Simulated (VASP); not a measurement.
Crystal: Sb.

```
CELL_PARAMETERS angstrom
2.15420 1.24373 3.75800
-2.15420 1.24373 3.75800
0.00000 -2.48746 3.75800
ATOMIC_POSITIONS crystal
Sb 0.76651 0.76651 0.76651
Sb 0.23349 0.23349 0.23349
```

| Property | Result |
| --- | --- |
| Program | VASP 6.6.1 |
| Task | relaxation of cell and atoms |
| Functional | revPBE |
| Dispersion | D3(BJ) |
| Potentials or basis | VASP PAW PBE potentials, release 64 (Sb) |
| Cutoff | 600 eV |
| k mesh | 8 × 8 × 8 |
| Occupations | fermi-dirac, width 0.05 eV |
| Spin | no spin polarisation |

At the start: pressure -1.2 GPa; volume 30.21 Å³/atom.

Question: How do energy, volume and symmetry change on relaxing?

Answer: Over 10 steps the energy falls by 12.7 meV/atom and the volume is 28.84 Å³/atom (-4.5 %); space group R-3m (No. 166, to 0.1 Å) before and after.

The path:
```csv
step,energy change (eV),largest force (eV/Å),pressure (GPa),volume (Å³)
1,0.0000,0.2154,-1.20,60.41
2,-0.0119,0.2937,0.39,58.45
3,-0.0121,0.3054,0.65,58.17
4,-0.0212,0.1516,0.43,57.84
5,-0.0249,0.0185,0.22,57.38
6,-0.0250,0.0077,0.23,57.42
7,-0.0252,0.0216,-0.15,57.80
8,-0.0252,0.0178,-0.05,57.70
9,-0.0253,0.0072,-0.02,57.69
10,-0.0254,0.0045,0.01,57.68
```

Final structure:
```
Sb
1.0
     2.14702    1.23958    3.61236
    -2.14702    1.23958    3.61236
     0.00000   -2.47916    3.61236
Sb
2
Direct
  0.76205 0.76205 0.76205
  0.23795 0.23795 0.23795
```

Caveat: the PAW data sets were made with another functional, which shifts forces and pressure a little.
